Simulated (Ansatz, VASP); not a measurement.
**Re in VASP and in Ansatz**

Contents of INCAR:

```
  PREC = Accurate
  ENCUT = 520
  EDIFF = 1E-8
  ISMEAR = -1
  SIGMA = 0.05
  LREAL = False
  LASPH = True
  NELM = 100
  ALGO = Normal
  ISIF = 2
  LWAVE = False
  LCHARG = False
  GGA = CA
  LEFG = True
  NBANDS = 14
```

Contents of KPOINTS:

```
regular mesh
0
Gamma
  14 14 8
```

POSCAR

```
Re
1.0
    2.5497657329      0.0000000000      0.0000000000
   -1.2748828664      2.2081618983      0.0000000000
    0.0000000000      0.0000000000      4.0770373845
Re
2
Direct
    0.3333333333      0.6666666667      0.2500000000
    0.6666666667      0.3333333333      0.7500000000
```

Input for Ansatz:

```yaml
crystal:
  lattice:
    - [2.5497657329, 0.0, 0.0]
    - [-1.2748828664, 2.2081618983, 0.0]
    - [0.0, 0.0, 4.0770373845]
  atoms:
    - { symbol: Re, position: [0.3333333333, 0.6666666667, 0.25] }
    - { symbol: Re, position: [0.6666666667, 0.3333333333, 0.75] }
kpoints:
  mp_grid: { grid: [14, 14, 8] }
scf:
  occupations: { method: fermi_dirac, width: 0.05 }
hamiltonian:
  xc: lda
  pseudopotentials: { kind: paw }
output:
  forces: true
  stress: true
  eigenvalues: true
  efg: { contact_densities: true }
```

Change from the starting cell: volume scaled by 0.94, PAW files.

Alike in both runs: task electric field gradients; functional LDA; k mesh 14 × 14 × 8; occupations fermi-dirac, width 0.05 eV; no spin polarisation.

```csv
,VASP,Ansatz
version,VASP 6.6.1,Ansatz 0.2.0
potentials or method,"VASP PAW LDA potentials, release 64 (Re)","PAW with Ansatz's default frozen-core files, scalar-relativistic"
plane-wave cutoff (eV),520,420
valence electrons in the cell,14,30
```

VASP gave:

| Property | Result |
| --- | --- |
| pressure (GPa) | 151.8 |
| traceless stress, the component that is largest in VASP (GPa) | 5.05 |
| size of Vzz on the site where it differs most (V/Å²) | 104.8 |

Estimate Ansatz's values.

pressure (GPa): 144.3; traceless stress, the component that is largest in VASP (GPa): 5.18; size of Vzz on the site where it differs most (V/Å²): 82.2.

LDA's correlation is that of Perdew and Zunger in VASP and of Perdew and Wang (1992) in Ansatz. Both programs put the cell under a high pressure, so it lies far from rest at this level. VASP's potentials hold 14 valence electrons a cell and Ansatz's 30, so a difference there can come from the potentials and not from the codes.

Spin-orbit coupling is off throughout. Noted on VASP's run: the cell as given lies far from equilibrium.
